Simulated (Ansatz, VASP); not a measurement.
**Two plane-wave programs on Al**

File INCAR:

```
SYSTEM = Al
ALGO     = Normal         ! electronic algorithm
EDIFF    = 1E-6           ! SCF threshold, eV
ENCUT    = 520            ! plane-wave cutoff, eV
GGA      = PS             ! functional
ISIF     = 2              ! what is computed and relaxed
ISMEAR   = 0              ! smearing method
LASPH    = .TRUE.         ! aspherical terms in the spheres
LCHARG   = .FALSE.        ! write CHGCAR
LREAL    = .FALSE.        ! projectors in reciprocal space
LWAVE    = .FALSE.        ! write WAVECAR
NBANDS   = 10             ! bands
NELM     = 60             ! most SCF steps
PREC     = Accurate       ! precision mode
SIGMA    = 0.15           ! smearing width, eV
```

File KPOINTS:

```
k-points
0
G
  18 18 10
  0 0 0
```

Contents of POSCAR:

```
Al
1.0
    2.6901000000      0.0000000000      0.0000000000
   -1.3450500000      2.3296949387      0.0000000000
    0.0000000000      0.0000000000      4.7125000000
Al
2
Direct
    0.6666666667      0.3333333333      0.7500000000
    0.3333333333      0.6666666667      0.2500000000
```

Input for Ansatz:

```yaml
crystal:
  lattice:
    - [2.6901, 0.0, 0.0]
    - [-1.34505, 2.3296949387, 0.0]
    - [0.0, 0.0, 4.7125]
  atoms:
    - { symbol: Al, position: [0.6666666667, 0.3333333333, 0.75] }
    - { symbol: Al, position: [0.3333333333, 0.6666666667, 0.25] }
basis:
  ecutwfc: 420
kpoints:
  mp_grid: { grid: [18, 18, 10] }
hamiltonian:
  xc: pbesol
  pseudopotentials: { kind: paw, azcp: { folder: soft_1 } }
scf:
  occupations: { method: gaussian, width: 0.15 }
output:
  forces: true
  stress: true
  eigenvalues: true
```

Alike in both runs: task single point; functional PBEsol; k mesh 18 × 18 × 10; occupations gaussian, width 0.15 eV; no spin polarisation.

|  | VASP | Ansatz |
| --- | --- | --- |
| version | VASP 6.6.1 | Ansatz 0.2.0 |
| potentials or method | VASP PAW PBE potentials, release 64 (Al), cutoff 520 eV | scalar-relativistic, plane waves, PAW |
| valence electrons in the cell | 6 | 6 |

```tsv
	VASP	Ansatz	Ansatz less VASP
gap on the k mesh at the Fermi level (eV)	none	none	-
pressure (GPa)	10.5	10.4	-0.14
traceless stress, the component that is largest in VASP (GPa)	-4.35	-4.31	+0.043
```

VASP's potentials were made for PBE, not for PBEsol, and Ansatz warns of the same on its side. A gap of «none» marks a metal or a gap that the smearing closes.
